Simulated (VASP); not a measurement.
# Ru (P2_1/m) in VASP: single point with PBEsol

Aim: the single point of Ru with PBEsol.

Everything below comes from runs of VASP 6.6.1. Logs are shortened: lines on timing, memory, paths and dates and some standing lists are left out, and cuts for length are marked.

## 1. The cell of the first run

The structure is monoclinic, space group P2_1/m (No. 11). The conventional cell has a = 2.706 Å, b = 4.282 Å, c = 2.706 Å, α = 90.00°, β = 120.00°, γ = 90.00°. Ru (site symmetry m) has 12 Ru at 2.35 to 2.97 Å within 3.1 Å.

## 2. Single point, PBEsol (atom 1 (Ru) moved by (-0.450, -0.450) A along x and y)

INCAR

```
SYSTEM = Ru
PREC     = Accurate       ! precision mode
ENCUT    = 520            ! plane-wave cutoff, eV
EDIFF    = 1E-6           ! SCF threshold, eV
ISMEAR   = 0              ! smearing method
SIGMA    = 0.15           ! smearing width, eV
LREAL    = .False.        ! projectors in reciprocal space
LASPH    = .True.         ! aspherical terms in the spheres
NELM     = 80             ! most SCF steps
ALGO     = Fast           ! electronic algorithm
ISIF     = 2              ! what is computed and relaxed
LWAVE    = .False.        ! write WAVECAR
LCHARG   = .True.         ! write CHGCAR
GGA      = PS             ! functional
LELF     = .True.         ! ELF
LVHAR    = .True.       
NBANDS   = 21             ! bands
```

KPOINTS

```
regular mesh
0
Gamma
  24 24 12
  0 0 0
```

POSCAR

```
Ru
1.0
    2.7057993342      0.0000000000      0.0000000000
   -1.3528996671      2.3432909610      0.0000000000
    0.0000000000      0.0000000000      4.2819000000
Ru
2
Direct
    0.0710050771      0.4746290548      0.2500000000
    0.6666666667      0.3333333333      0.7500000000
```

Potentials or basis: VASP PAW PBE potentials, release 64 (Ru_pv).

On the command line:

```
$ cat potpaw_PBE.64/Ru_pv/POTCAR > POTCAR
$ mpirun -np 1 vasp_std > vasp.out
```

OUTCAR:

```text
SYSTEM = Ru
   PREC = Accurate
   ENCUT = 520
   EDIFF = 1E-6
   ISMEAR = 0
   LREAL = .False.
   LASPH = .True.
   NELM = 80
   ISIF = 2
   GGA = PS

 ion  position               nearest neighbor table
   1  0.071  0.475  0.250-   2 2.35   2 2.35   2 2.82   2 2.82   2 2.97   2 2.97
   2  0.667  0.333  0.750-   1 2.35   1 2.35   1 2.82   1 2.82   1 2.97   1 2.97

  LATTYP: Found a hexagonal cell.
 ALAT       =     2.7057993342
 C/A-ratio  =     1.5824898565

  Lattice vectors:

 A1 = (   2.7057993342,   0.0000000000,   0.0000000000)
 A2 = (  -1.3528996671,   2.3432909610,   0.0000000000)
 A3 = (   0.0000000000,   0.0000000000,   4.2819000000)

Analysis of symmetry for initial positions (statically):
=====================================================================
 Subroutine PRICEL returns:
 Original cell was already a primitive cell.

 Routine SETGRP: Setting up the symmetry group for a
 hexagonal supercell.

 Subroutine GETGRP returns: Found  4 space group operations
 (whereof  1 operations were pure point group operations)
 out of a pool of 24 trial point group operations.

The static configuration has the point symmetry C_1 .
 The point group associated with its full space group is C_2h.

Analysis of symmetry for dynamics (positions and initial velocities):
=====================================================================
 Subroutine PRICEL returns:
 Original cell was already a primitive cell.

 Routine SETGRP: Setting up the symmetry group for a
 hexagonal supercell.

 Subroutine GETGRP returns: Found  4 space group operations
 (whereof  1 operations were pure point group operations)
 out of a pool of 24 trial point group operations.

The dynamic configuration has the point symmetry C_1 .
 The point group associated with its full space group is C_2h.

 Subroutine INISYM returns: Found  4 space group operations
 (whereof  1 operations are pure point group operations),
 and found     1 'primitive' translations

----------------------------------------------------------------------------------------

                                     Primitive cell

  volume of cell :      27.1493

  direct lattice vectors                    reciprocal lattice vectors
     2.705799334  0.000000000  0.000000000     0.369576556  0.213375124  0.000000000
    -1.352899667  2.343290961  0.000000000     0.000000000  0.426750249  0.000000000
     0.000000000  0.000000000  4.281900000     0.000000000  0.000000000  0.233541185

  length of vectors
     2.705799334  2.705799334  4.281900000     0.426750249  0.426750249  0.233541185

  position of ions in fractional coordinates (direct lattice)
     0.071005077  0.474629055  0.250000000
     0.666666667  0.333333333  0.750000000

  ion indices of the primitive-cell ions
   primitive index   ion index
                 1           1
                 2           2

----------------------------------------------------------------------------------------

 KPOINTS: regular mesh

Automatic generation of k-mesh.
 Grid dimensions read from file:
 generate k-points for:   24   24   12

 Generating k-lattice:

  Cartesian coordinates                     Fractional coordinates (reciprocal lattice)
     0.015399023  0.008890630  0.000000000     0.041666667  0.000000000  0.000000000
     0.000000000  0.017781260  0.000000000     0.000000000  0.041666667  0.000000000
     0.000000000  0.000000000  0.019461765     0.000000000  0.000000000  0.083333333

  Length of vectors
     0.017781260  0.017781260  0.019461765

  Shift w.r.t. Gamma in fractional coordinates (k-lattice)
     0.000000000  0.000000000  0.000000000

 Subroutine IBZKPT returns following result:
 ===========================================

 Found   2030 irreducible k-points:

 Following reciprocal coordinates:
            Coordinates               Weight
  0.000000  0.000000  0.000000      1.000000
  0.041667  0.000000  0.000000      2.000000
  0.000000  0.041667  0.000000      2.000000
 -0.041667  0.041667  0.000000      2.000000
  0.083333  0.000000  0.000000      2.000000
  0.000000  0.083333  0.000000      2.000000
[... 16 lines left out ...]
  0.333333  0.000000  0.000000      2.000000
  0.000000  0.333333  0.000000      2.000000
 [... further k-points ...]
   k-points           NKPTS =   2030   k-points in BZ     NKDIM =   2030   number of bands    NBANDS=     21
   number of dos      NEDOS =    301   number of ions     NIONS =      2
   total plane-waves  NPLWV =  12800
   dimension x,y,z NGX =    20 NGY =   20 NGZ =   32
   dimension x,y,z NGXF=    40 NGYF=   40 NGZF=   64
   ions per type =               2
   NGX,Y,Z   is equivalent  to a cutoff of  12.29, 12.29, 12.42 a.u.
   NGXF,Y,Z  is equivalent  to a cutoff of  24.58, 24.58, 24.85 a.u.
 SYSTEM =  Ru
   PREC   = accura    normal or accurate (medium, high low for compatibility)
   ISTART =      0    job   : 0-new  1-cont  2-samecut
   ICHARG =      2    charge: 1-file 2-atom 10-const
   ISPIN  =      1    spin polarized calculation?
   LNONCOLLINEAR =      F non collinear calculations
   LSORBIT =      F    spin-orbit coupling
   LASPH  =      T    aspherical Exc in radial PAW
   ENCUT  =  520.0 eV  38.22 Ry    6.18 a.u.   5.03  5.03  7.96*2*pi/ulx,y,z
   NELM   =     80;   NELMIN=  2; NELMDL= -5     # of ELM steps
   EDIFF  = 0.1E-05   stopping-criterion for ELM
   LREAL  =      F    real-space projection
   EDIFFG = 0.1E-04   stopping-criterion for IOM
   NSW    =      0    number of steps for IOM
   IBRION =     -1    ionic relax: 0-MD 1-quasi-New 2-CG
   NFREE  =      0    steps in history (QN), initial steepest desc. (CG)
   ISIF   =      2    stress and relaxation
   ISYM   =      2    0-nonsym 1-usesym 2-fastsym
   POTIM  = 0.5000    time-step for ionic-motion
   TEBEG  =    0.0;   TEEND  =   0.0 temperature during run
   PSTRESS=    0.0 pullay stress
   NELECT =      28.0000    total number of electrons
   NUPDOWN=      -1.0000    fix difference up-down
   EMIN   =  10.00;   EMAX   =-10.00  energy-range for DOS
   EFERMI =   0.00;   METHOD = LEGACY
   ISMEAR =     0;   SIGMA  =   0.15  broadening in eV -4-tet -1-fermi 0-gaus
   EFERMI_NEDOS =   21; number of points for ismear=-14 and -15
   IALGO  =     68    algorithm
   IMIX   =      4    mixing-type and parameters
     AMIX     =   0.40;   BMIX     =  1.00
     AMIX_MAG =   1.60;   BMIX_MAG =  1.00
  volume/ion in A,a.u.               =      13.57        91.61
  Fermi-wavevector in a.u.,A,eV,Ry     =   1.654022  3.125649 37.222686  2.735790
  Thomas-Fermi vector in A             =   2.742361
   LORBIT       =      0    0 simple, 1 ext, 2 COOP (PROOUT), +10 PAW based schemes
   GGA     = PS    functional components
   LHFCALC =     F    Hartree Fock is set to
   AEXX    =    0.0000 exact exchange contribution
   IVDW    =     0    specifies the selected vdW correction
   LEPSILON=     F    determine dielectric tensor
   LRPA    =     F    only Hartree local field effects (RPA)
 non-spin polarized calculation
 RMM-DIIS sequential band-by-band and
 Gauss-broadening in eV      SIGMA  =   0.15
  energy-cutoff  :      520.00
  volume of cell :       27.15
 maximum number of plane-waves:       756
   NGX =  9   NGY =  9   NGZ = 15

 number of electron      28.0000001 magnetization

 Free energy of the ion-electron system (eV)
  ---------------------------------------------------
  ext. energy  EPLUGINS =         0.00000000
  ---------------------------------------------------
  free energy    TOTEN  =       -19.24000266 eV

  energy without entropy =      -19.21274031  energy(sigma->0) =      -19.22637148

 E-fermi :  12.8912     XC(G=0): -14.2360

 val. band max:       12.8909998637   @ k =   0.4583   0.3750   0.2500
 cond. band min:      12.8919146216   @ k =   0.4167  -0.0417  -0.3333
 fundamental gap:      0.0009147579
 Fermi energy:        12.8911742643

 k-point     1 :       0.0000    0.0000    0.0000
  band No.  band energies     occupation
      1     -31.2526      2.00000
      2     -29.8807      2.00000
      3     -29.7685      2.00000
      4     -29.6522      2.00000
      5     -29.6361      2.00000
      6     -29.4833      2.00000
[... 13 lines left out ...]
     20      23.2098      0.00000
     21      23.5587      0.00000

 k-point     2 :       0.0417    0.0000    0.0000
  band No.  band energies     occupation
      1     -31.2472      2.00000
      2     -29.8924      2.00000
      3     -29.7735      2.00000
      4     -29.6663      2.00000
      5     -29.6381      2.00000
      6     -29.4857      2.00000
[... 13 lines left out ...]
     20      23.2097      0.00000
     21      23.5393      0.00000

 k-point     3 :       0.0000    0.0417    0.0000
  band No.  band energies     occupation
      1     -31.2491      2.00000
      2     -29.8847      2.00000
      3     -29.7823      2.00000
      4     -29.6589      2.00000
      5     -29.6440      2.00000
      6     -29.4834      2.00000
[... 13 lines left out ...]
     20      23.2097      0.00000
     21      23.5449      0.00000

 k-point     4 :      -0.0417    0.0417    0.0000
  band No.  band energies     occupation
      1     -31.2480      2.00000
      2     -29.8885      2.00000
      3     -29.7774      2.00000
      4     -29.6633      2.00000
      5     -29.6409      2.00000
      6     -29.4847      2.00000
[... 13 lines left out ...]
     20      23.2098      0.00000
     21      23.5418      0.00000

 k-point     5 :       0.0833    0.0000    0.0000
  band No.  band energies     occupation
      1     -31.2311      2.00000
      2     -29.9265      2.00000
      3     -29.7885      2.00000
      4     -29.7072      2.00000
      5     -29.6437      2.00000
      6     -29.4928      2.00000
[... 13 lines left out ...]
     20      23.2096      0.00000
     21      23.4848      0.00000

 k-point     6 :       0.0000    0.0833    0.0000
  band No.  band energies     occupation
      1     -31.2390      2.00000
      2     -29.8970      2.00000
      3     -29.8230      2.00000
      4     -29.6831      2.00000
      5     -29.6615      2.00000
      6     -29.4835      2.00000
[... 13 lines left out ...]
     20      23.2097      0.00000
     21      23.5033      0.00000

 k-point     7 :      -0.0833    0.0833    0.0000
  band No.  band energies     occupation
      1     -31.2346      2.00000
      2     -29.9127      2.00000
      3     -29.8058      2.00000
      4     -29.6884      2.00000
      5     -29.6585      2.00000
      6     -29.4887      2.00000
[... 13 lines left out ...]
     20      23.2097      0.00000
     21      23.4923      0.00000
[... 291 lines left out ...]
      1     -31.0359      2.00000
      2     -30.3044      2.00000
      3     -30.1787      2.00000
      4     -29.9277      2.00000
      5     -29.7090      2.00000
      6     -29.5873      2.00000
[... 13 lines left out ...]
     20      23.2411      0.00000
     21      25.5604      0.00000

 k-point    21 :       0.0000    0.2917    0.0000
  band No.  band energies     occupation
      1     -31.1227      2.00000
      2     -30.3045      2.00000
      3     -30.0814      2.00000
      4     -29.9526      2.00000
      5     -29.7687      2.00000
      6     -29.4869      2.00000
[... 13 lines left out ...]
     20      23.2283      0.00000
     21      25.6065      0.00000

 k-point    22 :      -0.2917    0.2917    0.0000
  band No.  band energies     occupation
      1     -31.0758      2.00000
      2     -30.3022      2.00000
      3     -30.1577      2.00000
      4     -29.8461      2.00000
      5     -29.8079      2.00000
      6     -29.5418      2.00000
[... 13 lines left out ...]
     20      23.2306      0.00000
     21      25.7779      0.00000

 k-point    23 :       0.3333    0.0000    0.0000
  band No.  band energies     occupation
      1     -30.9897      2.00000
      2     -30.3814      2.00000
      3     -30.2785      2.00000
      4     -29.9566      2.00000
      5     -29.7238      2.00000
      6     -29.6119      2.00000
[... 13 lines left out ...]
     20      23.2171      0.00000
     21      24.3967      0.00000

 k-point    24 :       0.0000    0.3333    0.0000
  band No.  band energies     occupation
      1     -31.0971      2.00000
      2     -30.4030      2.00000
      3     -30.1489      2.00000
      4     -29.9841      2.00000
      5     -29.7894      2.00000
      6     -29.4880      2.00000
[... 13 lines left out ...]
     20      23.2094      0.00000
     21      24.3586      0.00000

 [... further k-points ...]

------------------------ aborting loop because EDIFF is reached ----------------------------------------

  FORCE on cell =-STRESS in cart. coord.  units (eV):
  Direction    XX          YY          ZZ          XY          YZ          ZX
  --------------------------------------------------------------------------------------
  -------------------------------------------------------------------------------------
  Total        1.7041714     -0.6237392      4.8873752      1.2205134      0.0000000      0.0000000
  in kB      100.5693216    -36.8091073    288.4217028     72.0269162      0.0000000      0.0000000
  external PRESSURE =     117.3939723 kB  Pullay stress =       0.0000000 kB

 VOLUME and BASIS-vectors are now :
 -----------------------------------------------------------------------------
  energy-cutoff  :      520.00
  volume of cell :       27.15
      direct lattice vectors                 reciprocal lattice vectors
     2.705799334  0.000000000  0.000000000     0.369576556  0.213375124  0.000000000
    -1.352899667  2.343290961  0.000000000     0.000000000  0.426750249  0.000000000
     0.000000000  0.000000000  4.281900000     0.000000000  0.000000000  0.233541185

 POSITION                                       TOTAL-FORCE (eV/Angst)
 -----------------------------------------------------------------------------------
     -0.45000      1.11219      1.07048         1.907131      1.781598      0.000000
      1.35290      0.78110      3.21143        -1.907131     -1.781598      0.000000
 -----------------------------------------------------------------------------------
    total drift:                               -0.000009     -0.000002      0.000000

  FREE ENERGIE OF THE ION-ELECTRON SYSTEM (eV)
  ---------------------------------------------------
  free  energy   TOTEN  =       -19.2400026573 eV

  energy  without entropy=      -19.2127403123  energy(sigma->0) =      -19.22637148
```

It took 22 min on 1 thread of Intel Xeon 8259CL, shared host; peak memory 0.91 GiB.

What came out:

* Free energy: -19.2400 eV
* Pressure: 11.7 GPa
* Largest force: 2.610 eV/Å
* Band gap on the k mesh: zero (bands 14 and 15 overlap by 3.17 eV)

Forces on the atoms (eV/Å):
```
Ru   1.907  1.782  0.000
Ru  -1.907 -1.782  0.000
```

Levels at points of the mesh, in eV from the Fermi level:
| k point | band 12 | band 13 | band 14 | band 15 | band 16 | band 17 |
| --- | --- | --- | --- | --- | --- | --- |
| (0.00, 0.00, 0.00) | -2.05 | -1.92 | -1.60 | -1.20 | 0.67 | 1.12 |
| (0.50, 0.00, 0.00) | -3.00 | -1.54 | 1.26 | 1.46 | 1.89 | 4.05 |
| (0.00, 0.50, 0.00) | -0.75 | -0.19 | 0.40 | 1.38 | 1.75 | 2.94 |
| (0.50, 0.50, 0.00) | -1.47 | -1.21 | -0.70 | 1.51 | 1.62 | 3.56 |
| (0.00, 0.00, 0.50) | -2.90 | -2.30 | -2.30 | 0.38 | 0.38 | 0.59 |
| (0.50, 0.00, 0.50) | -1.07 | 1.39 | 1.39 | 1.60 | 1.60 | 2.92 |
| (0.00, 0.50, 0.50) | -2.11 | 0.73 | 0.73 | 1.62 | 1.62 | 4.89 |
| (0.50, 0.50, 0.50) | -1.11 | 1.08 | 1.08 | 1.59 | 1.59 | 4.09 |

Caveat: the cell differs from its parent crystal (atom 1 (Ru) moved by (-0.450, -0.450) A along x and y); the cell stands under pressure; the PAW data sets were made with another functional, which shifts forces and pressure a little.
